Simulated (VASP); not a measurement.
SnPbO2:

```
Sn Pb O
1.0
     5.49000    0.00000    0.00000
     0.00000    5.49000    0.00000
     0.00000    0.00000    4.90000
Sn Pb O
2 2 4
Direct
  0.75000 0.00000 0.76500
  0.25000 0.00000 0.23500
  0.75000 0.50000 0.23700
  0.25000 0.50000 0.76300
  0.50000 0.25000 0.00000
  0.00000 0.25000 0.00000
  0.00000 0.75000 0.00000
  0.50000 0.75000 0.00000
```

```yaml
Program: VASP 6.6.1
Task: relaxation of cell and atoms
Functional: PBE
Potentials_or_basis: VASP PAW PBE potentials, release 64 (Sn_d, Pb_d, O)
Cutoff: 600 eV
k_mesh: 2 × 2 × 3
Occupations: gaussian, width 0.15 eV
Spin: no spin polarisation
```

At the start: pressure 6.3 GPa; volume 18.46 Å³/atom.

Task: How do energy, volume and symmetry change on relaxing?

Result: Over 15 steps the energy falls by 56.9 meV/atom and the volume is 20.84 Å³/atom (+12.9 %); space group Pmma (No. 51, to 0.1 Å) before and after.

The path:
```tsv
step	energy change (eV)	largest force (eV/Å)	pressure (GPa)	volume (Å³)
1	0.0000	1.7278	6.31	147.69
2	-0.2161	1.3507	-4.30	163.77
3	-0.3303	1.0055	-0.95	157.35
4	-0.4051	0.2841	0.25	156.88
5	-0.4075	0.1223	0.54	156.78
6	-0.4165	0.1120	0.19	158.17
7	-0.4254	0.1922	-0.35	160.70
8	-0.4264	0.2319	-0.64	161.96
9	-0.4317	0.1772	-0.39	162.20
10	-0.4384	0.1870	0.16	162.75
11	-0.4388	0.2374	0.35	162.92
12	-0.4445	0.1740	0.24	163.73
13	-0.4520	0.1049	0.01	165.71
14	-0.4525	0.1202	-0.09	166.43
15	-0.4550	0.0669	0.09	166.70
```

Final structure:
```
CELL_PARAMETERS angstrom
5.59641 0.00000 0.00000
0.00000 5.58203 0.00000
0.00000 0.00000 5.33630
ATOMIC_POSITIONS crystal
Sn 0.75000 0.00000 0.79391
Sn 0.25000 0.00000 0.20609
Pb 0.75000 0.50000 0.23637
Pb 0.25000 0.50000 0.76363
O 0.50000 0.24245 0.00000
O 0.00000 0.24245 0.00000
O 0.00000 0.75755 0.00000
O 0.50000 0.75755 0.00000
```

Caveat: the k points lie up to 0.56 Å⁻¹ apart in the final cell; the relaxation stopped at a loose force limit of 0.08 eV/Å, so its end isn't a converged minimum.
